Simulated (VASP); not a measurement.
# BAs (F-43m) in VASP: a series of runs

The runs below take BAs through single point, relaxation of the atoms, with PBE.

Everything below comes from runs of VASP 6.6.1. Logs are shortened: lines on timing, memory, paths and dates and some standing lists are left out, and cuts for length are marked.

**1. The cell of the first run**

It takes space group F-43m (No. 216, cubic). Conventional cell: a = 4.777 Å, b = 4.777 Å, c = 4.777 Å, α = 90.00°, β = 90.00°, γ = 90.00°. Within 2.7 Å of B (site symmetry -43m) lie 4 As at 2.07 Å. Within 2.7 Å of As (site symmetry -43m) lie 4 B at 2.07 Å.

**2. Single point, PBE**

File INCAR:

```
PREC = Accurate
ENCUT = 520
EDIFF = 1E-6
ISMEAR = -1
SIGMA = 0.02
LREAL = False
LASPH = True
NELM = 60
ALGO = Normal
ISIF = 2
LWAVE = False
LCHARG = False
GGA = PE
NBANDS = 11
```

File KPOINTS:

```
Automatic mesh
0
Gamma
  16 16 16
```

File POSCAR:

```
BAs
1.0
    0.0000000000      2.3885000000      2.3885000000
    2.3885000000      0.0000000000      2.3885000000
    2.3885000000      2.3885000000      0.0000000000
B As
1 1
Direct
    0.0000000000      0.0000000000      0.0000000000
    0.2500000000      0.2500000000      0.2500000000
```

Potentials or basis: VASP PAW PBE potentials, release 64 (B, As).

On the command line:

```
> cat potpaw_PBE.64/B/POTCAR potpaw_PBE.64/As/POTCAR > POTCAR
> mpirun -np 1 vasp_std > vasp.out
```

OUTCAR:

```text
PREC = Accurate
   ENCUT = 520
   EDIFF = 1E-6
   ISMEAR = -1
   LREAL = False
   LASPH = True
   NELM = 60
   ISIF = 2
   GGA = PE

 ion  position               nearest neighbor table
   1  0.000  0.000  0.000-   2 2.07   2 2.07   2 2.07   2 2.07
   2  0.250  0.250  0.250-   1 2.07   1 2.07   1 2.07   1 2.07

  LATTYP: Found a face centered cubic cell.
 ALAT       =     4.7770000000

  Lattice vectors:

 A1 = (   0.0000000000,   2.3885000000,   2.3885000000)
 A2 = (   2.3885000000,   0.0000000000,   2.3885000000)
 A3 = (   2.3885000000,   2.3885000000,   0.0000000000)

Analysis of symmetry for initial positions (statically):
=====================================================================
 Subroutine PRICEL returns:
 Original cell was already a primitive cell.

 Routine SETGRP: Setting up the symmetry group for a
 face centered cubic supercell.

 Subroutine GETGRP returns: Found 24 space group operations
 (whereof 24 operations were pure point group operations)
 out of a pool of 48 trial point group operations.

The static configuration has the point symmetry T_d .

Analysis of symmetry for dynamics (positions and initial velocities):
=====================================================================
 Subroutine PRICEL returns:
 Original cell was already a primitive cell.

 Routine SETGRP: Setting up the symmetry group for a
 face centered cubic supercell.

 Subroutine GETGRP returns: Found 24 space group operations
 (whereof 24 operations were pure point group operations)
 out of a pool of 48 trial point group operations.

The dynamic configuration has the point symmetry T_d .

 Subroutine INISYM returns: Found 24 space group operations
 (whereof 24 operations are pure point group operations),
 and found     1 'primitive' translations

----------------------------------------------------------------------------------------

                                     Primitive cell

  volume of cell :      27.2525

  direct lattice vectors                    reciprocal lattice vectors
     0.000000000  2.388500000  2.388500000    -0.209336404  0.209336404  0.209336404
     2.388500000  0.000000000  2.388500000     0.209336404 -0.209336404  0.209336404
     2.388500000  2.388500000  0.000000000     0.209336404  0.209336404 -0.209336404

  length of vectors
     3.377849094  3.377849094  3.377849094     0.362581287  0.362581287  0.362581287

  position of ions in fractional coordinates (direct lattice)
     0.000000000  0.000000000  0.000000000
     0.250000000  0.250000000  0.250000000

  ion indices of the primitive-cell ions
   primitive index   ion index
                 1           1
                 2           2

----------------------------------------------------------------------------------------

 KPOINTS: Automatic mesh

Automatic generation of k-mesh.
 Grid dimensions read from file:
 generate k-points for:   16   16   16

 Generating k-lattice:

  Cartesian coordinates                     Fractional coordinates (reciprocal lattice)
    -0.013083525  0.013083525  0.013083525     0.062500000  0.000000000  0.000000000
     0.013083525 -0.013083525  0.013083525     0.000000000  0.062500000  0.000000000
     0.013083525  0.013083525 -0.013083525     0.000000000  0.000000000  0.062500000

  Length of vectors
     0.022661330  0.022661330  0.022661330

  Shift w.r.t. Gamma in fractional coordinates (k-lattice)
     0.000000000  0.000000000  0.000000000

 Subroutine IBZKPT returns following result:
 ===========================================

 Found    145 irreducible k-points:

 Following reciprocal coordinates:
            Coordinates               Weight
  0.000000  0.000000  0.000000      1.000000
  0.062500  0.000000  0.000000      8.000000
  0.125000  0.000000  0.000000      8.000000
  0.187500  0.000000  0.000000      8.000000
  0.250000  0.000000  0.000000      8.000000
  0.312500  0.000000  0.000000      8.000000
[... 16 lines left out ...]
 -0.125000  0.062500  0.000000     24.000000
 -0.062500  0.062500  0.000000     12.000000
 [... further k-points ...]
   k-points           NKPTS =    145   k-points in BZ     NKDIM =    145   number of bands    NBANDS=     11
   number of dos      NEDOS =    301   number of ions     NIONS =      2
   total plane-waves  NPLWV =  21952
   dimension x,y,z NGX =    28 NGY =   28 NGZ =   28
   dimension x,y,z NGXF=    56 NGYF=   56 NGZF=   56
   ions per type =               1   1
   NGX,Y,Z   is equivalent  to a cutoff of  13.78, 13.78, 13.78 a.u.
   NGXF,Y,Z  is equivalent  to a cutoff of  27.56, 27.56, 27.56 a.u.
 SYSTEM =  unknown system
   PREC   = accura    normal or accurate (medium, high low for compatibility)
   ISTART =      0    job   : 0-new  1-cont  2-samecut
   ICHARG =      2    charge: 1-file 2-atom 10-const
   ISPIN  =      1    spin polarized calculation?
   LNONCOLLINEAR =      F non collinear calculations
   LSORBIT =      F    spin-orbit coupling
   LASPH  =      T    aspherical Exc in radial PAW
   ENCUT  =  520.0 eV  38.22 Ry    6.18 a.u.   6.28  6.28  6.28*2*pi/ulx,y,z
   NELM   =     60;   NELMIN=  2; NELMDL= -5     # of ELM steps
   EDIFF  = 0.1E-05   stopping-criterion for ELM
   LREAL  =      F    real-space projection
   EDIFFG = 0.1E-04   stopping-criterion for IOM
   NSW    =      0    number of steps for IOM
   IBRION =     -1    ionic relax: 0-MD 1-quasi-New 2-CG
   NFREE  =      0    steps in history (QN), initial steepest desc. (CG)
   ISIF   =      2    stress and relaxation
   ISYM   =      2    0-nonsym 1-usesym 2-fastsym
   POTIM  = 0.5000    time-step for ionic-motion
   TEBEG  =    0.0;   TEEND  =   0.0 temperature during run
   PSTRESS=    0.0 pullay stress
   NELECT =       8.0000    total number of electrons
   NUPDOWN=      -1.0000    fix difference up-down
   EMIN   =  10.00;   EMAX   =-10.00  energy-range for DOS
   EFERMI =   0.00;   METHOD = LEGACY
   ISMEAR =    -1;   SIGMA  =   0.02  broadening in eV -4-tet -1-fermi 0-gaus
   EFERMI_NEDOS =   21; number of points for ismear=-14 and -15
   IALGO  =     38    algorithm
   IMIX   =      4    mixing-type and parameters
     AMIX     =   0.40;   BMIX     =  1.00
     AMIX_MAG =   1.60;   BMIX_MAG =  1.00
  volume/ion in A,a.u.               =      13.63        91.95
  Fermi-wavevector in a.u.,A,eV,Ry     =   1.088018  2.056057 16.106360  1.183784
  Thomas-Fermi vector in A             =   2.224191
   LORBIT       =      0    0 simple, 1 ext, 2 COOP (PROOUT), +10 PAW based schemes
   GGA     = PE    functional components
   LHFCALC =     F    Hartree Fock is set to
   AEXX    =    0.0000 exact exchange contribution
   IVDW    =     0    specifies the selected vdW correction
   LEPSILON=     F    determine dielectric tensor
   LRPA    =     F    only Hartree local field effects (RPA)
 non-spin polarized calculation
  energy-cutoff  :      520.00
  volume of cell :       27.25
 maximum number of plane-waves:       754
 NGX is ok and might be reduce to    28
   NGX = 13   NGY = 13   NGZ = 13

 number of electron       8.0000000 magnetization

 Free energy of the ion-electron system (eV)
  ---------------------------------------------------
  ext. energy  EPLUGINS =         0.00000000
  ---------------------------------------------------
  free energy    TOTEN  =       -11.40679607 eV

  energy without entropy =      -11.40679607  energy(sigma->0) =      -11.40679607

 E-fermi :   6.4819     XC(G=0): -10.5844

 val. band max:        6.1261166240   @ k =   0.0000   0.0000   0.0000
 cond. band min:       7.3152825217   @ k =   0.3750   0.3750   0.0000
 fundamental gap:      1.1891658977
 Fermi energy:         6.4819262677

 k-point     1 :       0.0000    0.0000    0.0000
  band No.  band energies     occupation
      1      -9.2751      2.00000
      2       6.1261      2.00000
      3       6.1261      2.00000
      4       6.1261      2.00000
      5       9.4027      0.00000
      6       9.4027      0.00000
      7       9.4027      0.00000
      8      10.8129      0.00000
      9      15.7088      0.00000
     10      19.0767      0.00000
     11      19.0767      0.00000

 k-point     2 :       0.0625    0.0000    0.0000
  band No.  band energies     occupation
      1      -9.2108      2.00000
      2       5.4909      2.00000
      3       5.9972      2.00000
      4       5.9972      2.00000
      5       9.5280      0.00000
      6       9.5719      0.00000
      7       9.5719      0.00000
      8      11.1721      0.00000
      9      15.9752      0.00000
     10      18.4799      0.00000
     11      18.4799      0.00000

 k-point     3 :       0.1250    0.0000    0.0000
  band No.  band energies     occupation
      1      -9.0190      2.00000
      2       4.1613      2.00000
      3       5.6878      2.00000
      4       5.6878      2.00000
      5       9.5207      0.00000
      6       9.9796      0.00000
      7       9.9796      0.00000
      8      12.0857      0.00000
      9      16.6575      0.00000
     10      17.7415      0.00000
     11      17.7415      0.00000

 k-point     4 :       0.1875    0.0000    0.0000
  band No.  band energies     occupation
      1      -8.7038      2.00000
      2       2.6658      2.00000
      3       5.3221      2.00000
      4       5.3221      2.00000
      5       9.3705      0.00000
      6      10.4355      0.00000
      7      10.4355      0.00000
      8      13.1120      0.00000
      9      17.2905      0.00000
     10      17.3222      0.00000
     11      17.3222      0.00000
[... 239 lines left out ...]
 k-point    22 :      -0.1875    0.0625    0.0000
  band No.  band energies     occupation
      1      -8.5166      2.00000
      2       2.1698      2.00000
      3       4.4782      2.00000
      4       5.4514      2.00000
      5       9.5897      0.00000
      6      10.3115      0.00000
      7      10.9271      0.00000
      8      13.3206      0.00000
      9      16.5885      0.00000
     10      17.4725      0.00000
     11      18.1479      0.00000

 k-point    23 :      -0.1250    0.0625    0.0000
  band No.  band energies     occupation
      1      -8.8708      2.00000
      2       3.6276      2.00000
      3       4.8624      2.00000
      4       5.7936      2.00000
      5       9.6986      0.00000
      6       9.8932      0.00000
      7      10.4876      0.00000
      8      12.5090      0.00000
      9      16.8949      0.00000
     10      17.1212      0.00000
     11      17.9100      0.00000

 k-point    24 :      -0.0625    0.0625    0.0000
  band No.  band energies     occupation
      1      -9.1040      2.00000
      2       4.8858      2.00000
      3       5.3741      2.00000
      4       6.0135      2.00000
      5       9.5862      0.00000
      6       9.6310      0.00000
      7      10.0387      0.00000
      8      11.6733      0.00000
      9      16.3897      0.00000
     10      17.5691      0.00000
     11      18.3140      0.00000

 [... further k-points ...]
[... 5 lines left out ...]
  --------------------------------------------------------------------------------------
  -------------------------------------------------------------------------------------
  Total        0.5826735      0.5826735      0.5826735     -0.0000000      0.0000000      0.0000000
  in kB       34.2554854     34.2554854     34.2554854     -0.0000000      0.0000000      0.0000000
  external PRESSURE =      34.2554854 kB  Pullay stress =       0.0000000 kB

 VOLUME and BASIS-vectors are now :
 -----------------------------------------------------------------------------
  energy-cutoff  :      520.00
  volume of cell :       27.25
      direct lattice vectors                 reciprocal lattice vectors
     0.000000000  2.388500000  2.388500000    -0.209336404  0.209336404  0.209336404
     2.388500000  0.000000000  2.388500000     0.209336404 -0.209336404  0.209336404
     2.388500000  2.388500000  0.000000000     0.209336404  0.209336404 -0.209336404

 POSITION                                       TOTAL-FORCE (eV/Angst)
 -----------------------------------------------------------------------------------
      0.00000      0.00000      0.00000        -0.000000      0.000000     -0.000000
      1.19425      1.19425      1.19425         0.000000     -0.000000      0.000000
 -----------------------------------------------------------------------------------
    total drift:                               -0.000000     -0.000000     -0.000000

  FREE ENERGIE OF THE ION-ELECTRON SYSTEM (eV)
  ---------------------------------------------------
  free  energy   TOTEN  =       -11.4067960706 eV

  energy  without entropy=      -11.4067960706  energy(sigma->0) =      -11.40679607
```

Run time: 19 s. Hardware: 1 thread of Intel Xeon 6975P-C (Granite Rapids), shared host; peak memory 0.19 GiB.

What came out:

| Property | Result |
| --- | --- |
| Free energy | -11.4068 eV |
| Pressure | 3.4 GPa |
| Band gap on the k mesh | 1.19 eV, indirect (least direct gap 3.28 eV) |

Levels at points of the mesh, in eV from the valence-band top:
```csv
k point,band 1,band 2,band 3,band 4,band 5,band 6,band 7,band 8,band 9
"(0.00, 0.00, 0.00)",-15.40,0.00,0.00,0.00,3.28,3.28,3.28,4.69,9.58
"(0.50, 0.00, 0.00)",-12.53,-8.79,-1.82,-1.82,2.69,4.78,4.78,8.86,12.72
"(0.50, 0.50, 0.00)",-11.21,-8.53,-4.08,-4.08,1.43,1.44,11.37,11.37,12.86
```

A k mesh can miss the band edges.

**3. Relaxation of the atoms, PBE**

File INCAR:

```
SYSTEM = BAs
PREC     = Accurate       ! precision mode
ENCUT    = 520            ! plane-wave cutoff, eV
EDIFF    = 1E-6           ! SCF threshold, eV
ISMEAR   = -1             ! smearing method
SIGMA    = 0.02           ! smearing width, eV
LREAL    = .False.        ! projectors in reciprocal space
LASPH    = .True.         ! aspherical terms in the spheres
NELM     = 80             ! most SCF steps
ALGO     = Normal         ! electronic algorithm
ISIF     = 2              ! what is computed and relaxed
LWAVE    = .False.        ! write WAVECAR
LCHARG   = .False.        ! write CHGCAR
GGA      = PE             ! functional
IBRION   = 2              ! ionic algorithm
NSW      = 80             ! ionic steps
EDIFFG   = -0.02          ! ionic threshold
```

File KPOINTS:

```
regular mesh
0
Gamma
  16 16 16
  0 0 0
```

POSCAR is that of step 2.

Potentials or basis: VASP PAW PBE potentials, release 64 (B, As).

On the command line:

```
> cat potpaw_PBE.64/B/POTCAR potpaw_PBE.64/As/POTCAR > POTCAR
> mpirun -np 1 vasp_std > vasp.out
```

Run time: 24 s. Hardware: 1 thread of Intel Xeon 6975P-C, shared host; peak memory 0.18 GiB.

The run converged. Its results:

- Free energy: -11.4068 eV
- Pressure after relaxing: 3.4 GPa
- Band gap on the k mesh: 1.19 eV, indirect (least direct gap 3.28 eV)

Final structure:
```
B As
1.0
     0.00000    2.38850    2.38850
     2.38850    0.00000    2.38850
     2.38850    2.38850    0.00000
B As
1 1
Direct
  0.00000 0.00000 0.00000
  0.25000 0.25000 0.25000
```

Levels at points of the mesh, in eV from the valence-band top:
```csv
k point,band 1,band 2,band 3,band 4,band 5,band 6,band 7,band 8
"(0.00, 0.00, 0.00)",-15.40,0.00,0.00,0.00,3.28,3.28,3.28,4.69
"(0.50, 0.00, 0.00)",-12.53,-8.79,-1.82,-1.82,2.69,4.78,4.78,8.86
"(0.50, 0.50, 0.00)",-11.21,-8.53,-4.08,-4.08,1.43,1.44,11.37,11.37
```

Caveat: the relaxation stopped at its first step, so nothing moved.
